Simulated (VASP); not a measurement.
# SiO2 (P4_12_12) in VASP: notebook, part 2 of 2

VASP 6.6.1. Earlier steps stand in the parts before.

## 3. Electric field gradients, PBE

The input, INCAR:

```
SYSTEM = SiO2
ALGO     = Normal         ! electronic algorithm
EDIFF    = 1E-8           ! SCF threshold, eV
ENCUT    = 520            ! plane-wave cutoff, eV
GGA      = PE             ! functional
ISIF     = 2              ! what is computed and relaxed
ISMEAR   = -1             ! smearing method
LASPH    = .True.         ! aspherical terms in the spheres
LCHARG   = .False.        ! write CHGCAR
LEFG     = .True.       
LREAL    = .False.        ! projectors in reciprocal space
LWAVE    = .False.        ! write WAVECAR
NBANDS   = 44             ! bands
NELM     = 60             ! most SCF steps
PREC     = Accurate       ! precision mode
SIGMA    = 0.02           ! smearing width, eV
```

The input, KPOINTS:

```
k-points
0
Gamma
  5 5 4
  0 0 0
```

The input, POSCAR:

```
SiO2
1.0
    4.9820000000      0.0000000000      0.0000000000
    0.0000000000      4.9820000000      0.0000000000
    0.0000000000      0.0000000000      6.9630000000
Si O
4 8
Direct
    0.3039073190      0.3039073190      0.0000000000
    0.1960926810      0.8039073190      0.2500000000
    0.6960926810      0.6960926810      0.5000000000
    0.8039073190      0.1960926810      0.7500000000
    0.2373153589      0.1139731420      0.1837399158
    0.3860268580      0.7373153589      0.4337399158
    0.7626846411      0.8860268580      0.6837399158
    0.6139731420      0.2626846411      0.9337399158
    0.7373153589      0.3860268580      0.5662600842
    0.8860268580      0.7626846411      0.3162600842
    0.2626846411      0.6139731420      0.0662600842
    0.1139731420      0.2373153589      0.8162600842
```

Potentials or basis: VASP PAW PBE potentials, release 64 (Si, O).

Run with:

```sh
> cat potpaw_PBE.64/Si/POTCAR potpaw_PBE.64/O/POTCAR > POTCAR
> mpirun -np 1 vasp_std > vasp.out
```

OUTCAR:

```text
SYSTEM = SiO2
   EDIFF = 1E-8
   ENCUT = 520
   GGA = PE
   ISIF = 2
   ISMEAR = -1
   LASPH = .True.
   LREAL = .False.
   NELM = 60
   PREC = Accurate

 ion  position               nearest neighbor table
   1  0.304  0.304  0.000-   8 1.63  11 1.63   5 1.63  12 1.63   2 3.09   4 3.09   2 3.09   4 3.09

   2  0.196  0.804  0.250-   5 1.63  10 1.63   6 1.63  11 1.63   1 3.09   3 3.09   1 3.09   3 3.09

   3  0.696  0.696  0.500-   6 1.63   9 1.63   7 1.63  10 1.63   2 3.09   4 3.09   4 3.09   2 3.09

   4  0.804  0.196  0.750-   7 1.63  12 1.63   9 1.63   8 1.63   1 3.09   3 3.09   3 3.09   1 3.09

   5  0.237  0.114  0.184-   2 1.63   1 1.63
   6  0.386  0.737  0.434-   3 1.63   2 1.63
   7  0.763  0.886  0.684-   4 1.63   3 1.63
   8  0.614  0.263  0.934-   1 1.63   4 1.63
   9  0.737  0.386  0.566-   3 1.63   4 1.63
  10  0.886  0.763  0.316-   2 1.63   3 1.63
[... 1119 lines left out ...]
----------------------------------------------------------------------
   1       3.440     0.577    -4.017       0.713
   2       3.440     0.577    -4.017       0.713
   3       3.440     0.577    -4.017       0.713
   4       3.440     0.577    -4.017       0.713
   5     -54.252   -36.828    91.079       0.191
   6     -54.252   -36.828    91.079       0.191
   7     -54.252   -36.828    91.079       0.191
   8     -54.252   -36.828    91.079       0.191
   9     -54.252   -36.828    91.079       0.191
  10     -54.252   -36.828    91.079       0.191
  11     -54.252   -36.828    91.079       0.191
  12     -54.252   -36.828    91.079       0.191
----------------------------------------------------------------------

           NMR quadrupolar parameters

 Cq : quadrupolar parameter    Cq=e*Q*V_zz/h
 eta: asymmetry parameters     (V_yy - V_xx)/ V_zz
 Q  : nuclear electric quadrupole moment in mb (millibarn)
----------------------------------------------------------------------
 ion       Cq(MHz)       eta       Q (mb)
----------------------------------------------------------------------
   1      -0.010       0.713       1.000
   2      -0.010       0.713       1.000
   3      -0.010       0.713       1.000
   4      -0.010       0.713       1.000
   5       0.220       0.191       1.000
   6       0.220       0.191       1.000
   7       0.220       0.191       1.000
   8       0.220       0.191       1.000
   9       0.220       0.191       1.000
  10       0.220       0.191       1.000
  11       0.220       0.191       1.000
  12       0.220       0.191       1.000
----------------------------------------------------------------------
```

OSZICAR:

```text
N       E                     dE             d eps       ncg     rms          rms(c)
DAV:   1     0.404364394512E+03    0.40436E+03   -0.33065E+04  1592   0.133E+03
DAV:   2    -0.762146398344E+02   -0.48058E+03   -0.46465E+03  2036   0.312E+02
DAV:   3    -0.107133158188E+03   -0.30919E+02   -0.30775E+02  1920   0.841E+01
DAV:   4    -0.107546684129E+03   -0.41353E+00   -0.41272E+00  1992   0.107E+01
DAV:   5    -0.107554154935E+03   -0.74708E-02   -0.74648E-02  1944   0.141E+00    0.288E+01
DAV:   6    -0.948498818812E+02    0.12704E+02   -0.49190E+01  1872   0.322E+01    0.136E+01
DAV:   7    -0.948883674111E+02   -0.38486E-01   -0.14250E+00  1904   0.503E+00    0.499E+00
DAV:   8    -0.948849101139E+02    0.34573E-02   -0.66449E-02  1936   0.163E+00    0.197E+00
DAV:   9    -0.948989342677E+02   -0.14024E-01   -0.38371E-02  1768   0.120E+00    0.363E-01
DAV:  10    -0.949012692376E+02   -0.23350E-02   -0.46366E-03  1812   0.320E-01    0.122E-01
DAV:  11    -0.949012073057E+02    0.61932E-04   -0.11837E-03  1920   0.178E-01    0.152E-02
DAV:  12    -0.949012188329E+02   -0.11527E-04   -0.33043E-05  1892   0.282E-02    0.178E-02
DAV:  13    -0.949012215018E+02   -0.26690E-05   -0.94555E-06  1792   0.151E-02    0.475E-03
DAV:  14    -0.949012224089E+02   -0.90702E-06   -0.77537E-07  1896   0.472E-03    0.909E-04
DAV:  15    -0.949012224011E+02    0.77644E-08   -0.18840E-08  1544   0.705E-04
   1 F= -.94901222E+02 E0= -.94901222E+02  d E =-.578702E-12
```

stdout:

```text
POSCAR found type information on POSCAR SiO
 POSCAR found :  2 types and      12 ions
 scaLAPACK will be used
 LDA part: xc-table for (Slater+PW92), standard interpolation
 POSCAR, INCAR and KPOINTS ok, starting setup
 FFT: planning ... GRIDC
 FFT: planning ... GRID_SOFT
 FFT: planning ... GRID
 WAVECAR not read
 entering main loop
ion   1

ion   2

ion   3

ion   4

ion   5
     0.0000293    -4.4704680    13.2390376    -1.0445465     3.3547796    10.5957722
     0.0000403    -4.4704680    13.2390375    -1.0445465     3.3547796    10.5957721
     0.0000555    -4.4704679    13.2390372    -1.0445465     3.3547795    10.5957720
     0.0000765    -4.4704678    13.2390369    -1.0445464     3.3547794    10.5957716
[... 72 lines left out ...]
ion  12
     0.0000293    -4.4704680    -3.3547796    -1.0445465   -13.2390376   -10.5957722
     0.0000403    -4.4704680    -3.3547796    -1.0445465   -13.2390375   -10.5957721
     0.0000555    -4.4704679    -3.3547795    -1.0445465   -13.2390372   -10.5957720
     0.0000765    -4.4704678    -3.3547794    -1.0445464   -13.2390369   -10.5957716

     0.0000293   -16.1066596   -12.2716883    -3.4079775   -47.7160399   -38.3952989
     0.0000403   -16.1066567   -12.2716860    -3.4079769   -47.7160311   -38.3952918
     0.0000555   -16.1066516   -12.2716821    -3.4079758   -47.7160162   -38.3952797
     0.0000765   -16.1066432   -12.2716757    -3.4079741   -47.7159911   -38.3952595
```

Run time: 76 s. Hardware: 1 thread of Intel Xeon 6975P-C (Granite Rapids), shared host; peak memory 0.3 GiB.

What came out:

| Quantity | Value |
| --- | --- |
| Free energy | -94.9012 eV |
| Pressure | 1.2 GPa |
| Largest force | 0.030 eV/Å |
| Band gap on the k mesh | 5.61 eV |
| Largest electric field gradient by atom | Si -4.0; O +91.1 V/Å² |

Forces on the atoms (eV/Å):
```
Si   0.022  0.022  0.000
Si  -0.022  0.022  0.000
Si  -0.022 -0.022  0.000
Si   0.022 -0.022  0.000
O    0.000 -0.005 -0.001
O    0.005  0.000 -0.001
O    0.000  0.005 -0.001
O   -0.005  0.000 -0.001
O    0.000  0.005  0.001
O    0.005  0.000  0.001
O    0.000 -0.005  0.001
O   -0.005  0.000  0.001
```

Stress tensor (GPa, compression positive):
```
1.34 0.00 0.00
0.00 1.34 0.00
0.00 0.00 0.85
```

Levels at points of the mesh, in eV from the valence-band top:
```tsv
k point	band 28	band 29	band 30	band 31	band 32	band 33	band 34	band 35	band 36	band 37
(0.00, 0.00, 0.00)	-1.24	-0.66	-0.33	-0.33	0.00	5.61	8.75	8.75	9.14	9.14
(0.00, 0.00, 0.50)	-0.86	-0.54	-0.54	-0.37	-0.37	6.87	6.87	9.30	9.30	9.60
```

Electric field gradients, principal values (V/Å²):
```tsv
atom	least	middle	greatest (by size)
1 Si	0.577	3.440	-4.017
2 Si	0.577	3.440	-4.017
3 Si	0.577	3.440	-4.017
4 Si	0.577	3.440	-4.017
5 O	-36.828	-54.252	91.079
6 O	-36.828	-54.252	91.079
7 O	-36.828	-54.252	91.079
8 O	-36.828	-54.252	91.079
9 O	-36.828	-54.252	91.079
10 O	-36.828	-54.252	91.079
11 O	-36.828	-54.252	91.079
12 O	-36.828	-54.252	91.079
```

Caveat: without QUAD_EFG the Cq values of the log hold for a quadrupole moment of 1 mb, not for the nuclei. A k mesh can miss the band edges.

## 4. Electric field gradients, r2SCAN

POSCAR is that of step 3.

The input, INCAR.step1:

```
  PREC = Accurate
  ENCUT = 520
  ISMEAR = -1
  SIGMA = 0.02
  LREAL = F
  LASPH = T
  NELM = 80
  NBANDS = 44
  GGA = PE
  ALGO = Normal
  EDIFF = 1E-4
  LWAVE = T
  LCHARG = F
```

The input, INCAR.step2:

```
  PREC = Accurate
  ENCUT = 520
  EDIFF = 1E-8
  ISMEAR = -1
  SIGMA = 0.02
  LREAL = F
  LASPH = T
  NELM = 80
  ALGO = Normal
  ISIF = 2
  LWAVE = F
  LCHARG = F
  METAGGA = R2SCAN
  LMIXTAU = T
  LEFG = T
  NBANDS = 44
  ISTART = 1
```

The input, KPOINTS:

```
regular mesh
0
Gamma
  5 5 4
```

Potentials or basis: VASP PAW PBE potentials, release 64 (Si, O).

Run with:

```sh
> cat potpaw_PBE.64/Si/POTCAR potpaw_PBE.64/O/POTCAR > POTCAR
> cp INCAR.step1 INCAR
> mpirun -np 1 vasp_std > vasp.out
> cp INCAR.step2 INCAR
> mpirun -np 1 vasp_std > vasp.out
```

OUTCAR:

```text
PREC = Accurate
   ENCUT = 520
   EDIFF = 1E-8
   ISMEAR = -1
   LREAL = F
   LASPH = T
   NELM = 80
   ISIF = 2
   METAGGA = R2SCAN
   ISTART = 1

 ion  position               nearest neighbor table
   1  0.304  0.304  0.000-   8 1.63  11 1.63   5 1.63  12 1.63   2 3.09   4 3.09   2 3.09   4 3.09

   2  0.196  0.804  0.250-   5 1.63  10 1.63   6 1.63  11 1.63   1 3.09   3 3.09   1 3.09   3 3.09

   3  0.696  0.696  0.500-   6 1.63   9 1.63   7 1.63  10 1.63   2 3.09   4 3.09   4 3.09   2 3.09

   4  0.804  0.196  0.750-   7 1.63  12 1.63   9 1.63   8 1.63   1 3.09   3 3.09   3 3.09   1 3.09

   5  0.237  0.114  0.184-   2 1.63   1 1.63
   6  0.386  0.737  0.434-   3 1.63   2 1.63
   7  0.763  0.886  0.684-   4 1.63   3 1.63
   8  0.614  0.263  0.934-   1 1.63   4 1.63
   9  0.737  0.386  0.566-   3 1.63   4 1.63
  10  0.886  0.763  0.316-   2 1.63   3 1.63
[... 1119 lines left out ...]
----------------------------------------------------------------------
   1       3.334     0.682    -4.016       0.660
   2       3.334     0.682    -4.016       0.660
   3       3.334     0.682    -4.016       0.660
   4       3.334     0.682    -4.016       0.660
   5     -52.993   -36.195    89.189       0.188
   6     -52.993   -36.195    89.189       0.188
   7     -52.993   -36.195    89.189       0.188
   8     -52.993   -36.195    89.189       0.188
   9     -52.993   -36.195    89.189       0.188
  10     -52.993   -36.195    89.189       0.188
  11     -52.993   -36.195    89.189       0.188
  12     -52.993   -36.195    89.189       0.188
----------------------------------------------------------------------

           NMR quadrupolar parameters

 Cq : quadrupolar parameter    Cq=e*Q*V_zz/h
 eta: asymmetry parameters     (V_yy - V_xx)/ V_zz
 Q  : nuclear electric quadrupole moment in mb (millibarn)
----------------------------------------------------------------------
 ion       Cq(MHz)       eta       Q (mb)
----------------------------------------------------------------------
   1      -0.010       0.660       1.000
   2      -0.010       0.660       1.000
   3      -0.010       0.660       1.000
   4      -0.010       0.660       1.000
   5       0.216       0.188       1.000
   6       0.216       0.188       1.000
   7       0.216       0.188       1.000
   8       0.216       0.188       1.000
   9       0.216       0.188       1.000
  10       0.216       0.188       1.000
  11       0.216       0.188       1.000
  12       0.216       0.188       1.000
----------------------------------------------------------------------
```

Wall time 5 min (1 thread of Intel Xeon 6975P-C (Granite Rapids), shared host); peak memory 0.36 GiB.

Results:

```
Free energy                             : -119.1224 eV
Pressure                                : -3.5 GPa
Largest force                           : 0.289 eV/Å
Band gap on the k mesh                  : 6.25 eV
Largest electric field gradient by atom : Si -4.0; O +89.2 V/Å²
```

Forces in eV/Å, atoms in the order of the input:
```
Si   0.050  0.050  0.000
Si  -0.050  0.050  0.000
Si  -0.050 -0.050  0.000
Si   0.050 -0.050  0.000
O    0.035 -0.154 -0.241
O    0.154  0.035 -0.241
O   -0.035  0.154 -0.241
O   -0.154 -0.035 -0.241
O    0.035  0.154  0.241
O    0.154 -0.035  0.241
O   -0.035 -0.154  0.241
O   -0.154  0.035  0.241
```

Levels at points of the mesh, in eV from the valence-band top:
```tsv
k point	band 29	band 30	band 31	band 32	band 33	band 34	band 35	band 36
(0.00, 0.00, 0.00)	-0.67	-0.33	-0.33	0.00	6.25	9.58	9.58	9.97
(0.00, 0.00, 0.50)	-0.55	-0.55	-0.37	-0.37	7.54	7.54	10.18	10.18
```

Electric field gradients, principal values (V/Å²):
```csv
atom,least,middle,greatest (by size)
1 Si,0.682,3.334,-4.016
2 Si,0.682,3.334,-4.016
3 Si,0.682,3.334,-4.016
4 Si,0.682,3.334,-4.016
5 O,-36.195,-52.993,89.189
6 O,-36.195,-52.993,89.189
7 O,-36.195,-52.993,89.189
8 O,-36.195,-52.993,89.189
9 O,-36.195,-52.993,89.189
10 O,-36.195,-52.993,89.189
11 O,-36.195,-52.993,89.189
12 O,-36.195,-52.993,89.189
```

Caveat: the cell stands under tension; without QUAD_EFG the Cq values of the log hold for a quadrupole moment of 1 mb, not for the nuclei; the PAW data sets were made with another functional, which shifts forces and pressure a little.

## 5. Summary

| level | cell | gap on the mesh (eV) | pressure (GPa) | largest force (eV/Å) |
| --- | --- | --- | --- | --- |
| PBE | as given, atomic positions A | 5.76 | 6.4 | 0.41 |
| PBE | as given, atomic positions B | 5.61 | 1.2 | 0.03 |
| r2SCAN | as given, atomic positions B | 6.25 | -3.5 | 0.29 |

Alike in all rows: task electric field gradients; potentials or basis VASP PAW PBE potentials, release 64 (Si, O); no spin polarisation; k mesh 5 × 5 × 4; cutoff (eV) 520; smearing fermi-dirac 0.02 eV.

The pressure there spans -3.5 GPa (r2SCAN) to 6.4 GPa (PBE); a positive pressure means that this level wants a larger cell, a negative one a smaller.

Caveats: the cell stands under pressure (at least some runs); the cell stands under tension (at least some runs); the PAW data sets were made with another functional, which shifts forces and pressure a little (at least some runs).

Absolute energies hang on the potentials; compare differences alone.
